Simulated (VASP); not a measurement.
MgSe:

```
Mg Se
1.0
     0.00000    2.72550    2.72550
     2.72550    0.00000    2.72550
     2.72550    2.72550    0.00000
Mg Se
1 1
Direct
  0.00000 0.00000 0.00000
  0.50000 0.50000 0.50000
```

Base run:

- Program: VASP 6.6.1
- Functional: PBEsol
- Potentials or basis: VASP PAW PBE potentials, release 64 (Mg, Se)
- Cutoff: 600 eV
- k mesh: 8 × 8 × 8
- Occupations: fermi-dirac, width 0.02 eV
- Spin: no spin polarisation

Its results: band gap on the k mesh 1.76 eV, indirect (least direct gap 2.50 eV); pressure -0.1 GPa.

The run is repeated on the same cell with these changes: functional from PBEsol to LDA; potentials or basis from VASP PAW PBE potentials, release 64 (Mg, Se) to VASP PAW LDA potentials, release 64 (Mg, Se). What comes out?

Band gap on the k mesh 1.65 eV, indirect (least direct gap 2.40 eV); pressure -2.4 GPa.

Caveats: the PAW data sets were made with another functional, which shifts forces and pressure a little (some runs).

A k mesh can miss the band edges.
